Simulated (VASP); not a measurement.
Input of a VASP 6.6.1 run:

File INCAR:

```
PREC = Accurate
ENCUT = 520
EDIFF = 1E-7
ISMEAR = -1
SIGMA = 0.02
LREAL = Auto
LASPH = True
NELM = 150
ALGO = Normal
ISIF = 2
LWAVE = False
LCHARG = False
ISPIN = 2
MAGMOM = 0 0 0 0 0 0 0 0 0 0 0 0 0 0 0 0 0
LORBIT = 11
NBANDS = 56
```

File KPOINTS:

```
regular mesh
0
Gamma
  2 2 2
```

POSCAR

```
GaSi16
1.0
    0.0000000000      5.4300000000      5.4300000000
    5.4300000000      0.0000000000      5.4300000000
    5.4300000000      5.4300000000      0.0000000000
Si Ga
16 1
Direct
    0.0180330571      0.0190840700     -0.0562365562
    0.1141533149      0.1151115101      0.1162682320
   -0.0015570902     -0.0009322284      0.4892292818
    0.1432667587      0.1438026703      0.5686794659
   -0.0292937385      0.5104165746      0.0079171271
    0.1146401473      0.6540832413      0.1156672192
   -0.0013048803      0.5129608656      0.4887144567
    0.1120862799      0.6262197974      0.6349404236
    0.5098558011     -0.0289837937      0.0087250460
    0.6535990792      0.1148230203      0.1166804788
    0.5122441068     -0.0010982505      0.4896286372
    0.6257346225      0.1120863720      0.6357333333
    0.5100258748      0.5100921731      0.0084013812
    0.6062552486      0.6061458564      0.1808388582
    0.4810965930      0.4811424494      0.5559371087
    0.6258431860      0.6260301105      0.6353929098
    0.3122111418      0.3124459484      1.0622549724
```

Potentials or basis: VASP PAW LDA potentials, release 64 (Si, Ga_d).

The run is started by

```bash
$ cat potpaw_LDA.64/Si/POTCAR potpaw_LDA.64/Ga_d/POTCAR > POTCAR
$ mpirun -np 1 vasp_std > vasp.out
```

Q: What does it give for the largest force?

A: 0.013 eV/Å.

Q: Estimate the net moment.

A: 0.00 μB per cell.

Forces on the atoms (eV/Å):
```
Si   0.000  0.011 -0.008
Si  -0.006 -0.004  0.009
Si  -0.007 -0.001 -0.001
Si   0.005  0.000  0.003
Si   0.002  0.009 -0.003
Si  -0.001 -0.006  0.003
Si   0.005 -0.003  0.003
Si   0.002 -0.002 -0.008
Si   0.005  0.006 -0.007
Si  -0.004 -0.011  0.003
Si  -0.007  0.001  0.002
Si   0.001  0.003 -0.006
Si   0.002  0.006 -0.003
Si  -0.007 -0.010  0.005
Si   0.005 -0.002  0.004
Si   0.001  0.006  0.001
Ga   0.002 -0.002  0.003
```

Caveat: the k points lie up to 0.50 Å⁻¹ apart.
